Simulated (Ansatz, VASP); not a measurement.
Two plane-wave programs on Hg

The input INCAR:

```
PREC = Accurate
ENCUT = 600
EDIFF = 1E-6
ISMEAR = 0
SIGMA = 0.02
LREAL = False
LASPH = True
NELM = 100
ALGO = Normal
ISIF = 3
LWAVE = False
LCHARG = False
GGA = PS
IBRION = 2
NSW = 100
EDIFFG = -0.01
```

Contents of KPOINTS:

```
regular mesh
0
Gamma
  4 4 4
```

POSCAR

```
Hg
1.0
    6.3589066570      0.0000000000      0.0000000000
    0.0000000000      6.3589066570      0.0000000000
    0.0000000000      0.0000000000      6.3589066570
Hg
8
Direct
    0.5000000000      0.5000000000      0.5000000000
    0.0000000000      0.0000000000      0.0000000000
    0.2500000000      0.0000000000      0.5000000000
    0.5000000000      0.2500000000      0.0000000000
    0.5000000000      0.7500000000      0.0000000000
    0.7500000000      0.0000000000      0.5000000000
    0.0000000000      0.5000000000      0.7500000000
    0.0000000000      0.5000000000      0.2500000000
```

Input for Ansatz:

```yaml
crystal:
  lattice:
    - [6.358906657, 0.0, 0.0]
    - [0.0, 6.358906657, 0.0]
    - [0.0, 0.0, 6.358906657]
  atoms:
    - { symbol: Hg, position: [0.5, 0.5, 0.5] }
    - { symbol: Hg, position: [0.0, 0.0, 0.0] }
    - { symbol: Hg, position: [0.25, 0.0, 0.5] }
    - { symbol: Hg, position: [0.5, 0.25, 0.0] }
    - { symbol: Hg, position: [0.5, 0.75, 0.0] }
    - { symbol: Hg, position: [0.75, 0.0, 0.5] }
    - { symbol: Hg, position: [0.0, 0.5, 0.75] }
    - { symbol: Hg, position: [0.0, 0.5, 0.25] }
basis:
  ecutwfc: 420
kpoints:
  mp_grid: { grid: [4, 4, 4] }
hamiltonian:
  xc: pbesol
scf:
  occupations: { method: gaussian, width: 0.02 }
output:
  forces: true
  stress: true
  eigenvalues: true
relax:
  adjacent_minimum: "off"
  f_tol: 0.01
  max_steps: 80
  cell: { stress_tol: 0.05 }
```

Alike in both runs: task relaxation of cell and atoms; functional PBEsol; k mesh 4 × 4 × 4; occupations gaussian, width 0.02 eV; no spin polarisation.

```csv
,VASP,Ansatz
version,VASP 6.6.1,Ansatz 0.2.0
potentials or method,"VASP PAW PBE potentials, release 64 (Hg), cutoff 600 eV","scalar-relativistic, plane waves, PAW"
valence electrons in the cell,96,160
```

```csv
,VASP,Ansatz,Ansatz less VASP
"gap on the k mesh at the Fermi level, each at its own relaxed structure (eV)",none,none,-
relaxed volume (Å³/atom),23.58,23.34,-0.246
relaxed length of the cell vector where the two differ most in proportion (Å),5.735,5.715,-0.0200
```

VASP's potentials were made for PBE, not for PBEsol. A gap of «none» marks a metal or a gap that the smearing closes. VASP's potentials hold 96 valence electrons a cell and Ansatz's 160, so a difference there can come from the potentials and not from the codes.

Neither program's run includes spin-orbit coupling. Noted on VASP's run: the volume moved by over 15 % at a fixed basis, so the end points are rough.
